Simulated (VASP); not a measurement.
A run of VASP 6.6.1 is set up as follows.

The input INCAR:

```
PREC = Accurate ; ENCUT = 600
EDIFF = 1E-6 ; ISMEAR = -1
SIGMA = 0.05 ; LREAL = F
LASPH = T ; NELM = 100
ALGO = Normal ; ISIF = 3
LWAVE = F ; LCHARG = F
GGA = PE ; IBRION = 2
NSW = 60 ; EDIFFG = -0.005
PSTRESS = 820.0
```

Contents of KPOINTS:

```
regular mesh
0
Gamma
  17 17 9
```

POSCAR

```
Ga
1.0
    2.5486488005      0.0000000000      0.0000000000
   -1.2743244002      2.2071946065      0.0000000000
    0.0000000000      0.0000000000      4.1288110568
Ga
2
Direct
    0.3333333333      0.6666666667      0.2500000000
    0.6666666667      0.3333333333      0.7500000000
```

Potentials or basis: VASP PAW PBE potentials, release 64 (Ga_d).

Run with:

```bash
$ cat potpaw_PBE.64/Ga_d/POTCAR > POTCAR
$ mpirun -np 1 vasp_std > vasp.out
```

Q: Predict the relaxed volume.

A: 11.54 Å³/atom.

Q: Predict the space group after relaxing (to 0.1 Å).

A: P6_3/mmc (No. 194).

Q: What does it give for the band gap on the k mesh?

A: Zero (bands 13 and 14 overlap by 8.82 eV).

Q: Estimate the relaxed cell.

A: a = 2.531 Å, b = 2.531 Å, c = 4.159 Å, α = 90.00°, β = 90.00°, γ = 120.00°.

The path:
| step | energy change (eV) | largest force (eV/Å) | pressure (GPa) | volume (Å³) |
| --- | --- | --- | --- | --- |
| 1 | 0.0000 | 0.0000 | 79.87 | 23.23 |
| 2 | 0.2681 | 0.0000 | 88.00 | 22.71 |
| 3 | 0.1002 | 0.0000 | 82.75 | 23.03 |
| 4 | 0.0746 | 0.0000 | 82.13 | 23.07 |
| 5 | 0.0745 | 0.0000 | 82.06 | 23.07 |
| 6 | 0.0690 | 0.0000 | 81.86 | 23.08 |
| 7 | 0.0733 | 0.0000 | 82.07 | 23.08 |
| 8 | 0.0718 | 0.0000 | 81.97 | 23.08 |

Caveat: the cell is relaxed towards a set pressure, so the run minimises the enthalpy, not the energy.
